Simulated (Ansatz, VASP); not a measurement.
Cr in VASP and in Ansatz

```
Cr
1.0
     2.71400    0.00000    0.00000
    -1.35700    2.35039    0.00000
     0.00000    0.00000    4.41000
Cr
2
Direct
  0.33333 0.66667 0.25000
  0.66667 0.33333 0.75000
```

Alike in both runs: task single point; functional LDA; k mesh 9 × 9 × 5; occupations fermi-dirac, width 0.025 eV; non-collinear spin, spin-orbit coupling.

|  | VASP | Ansatz |
| --- | --- | --- |
| version | VASP 6.6.1 | Ansatz 0.2.0 |
| potentials or method | VASP PAW LDA potentials, release 64 (Cr_pv), cutoff 520 eV | all-electron LAPW |

Ansatz gave:

* net moment per atom (μB): 0.46

Task: Estimate VASP's values.

Result: net moment per atom (μB): 0.11.

The net moments are unlike, so the other rows may belong to different states. LDA's correlation is that of Perdew and Zunger in VASP and of Perdew and Wang (1992) in Ansatz. Ansatz ran all-electron here, and VASP with PAW potentials.
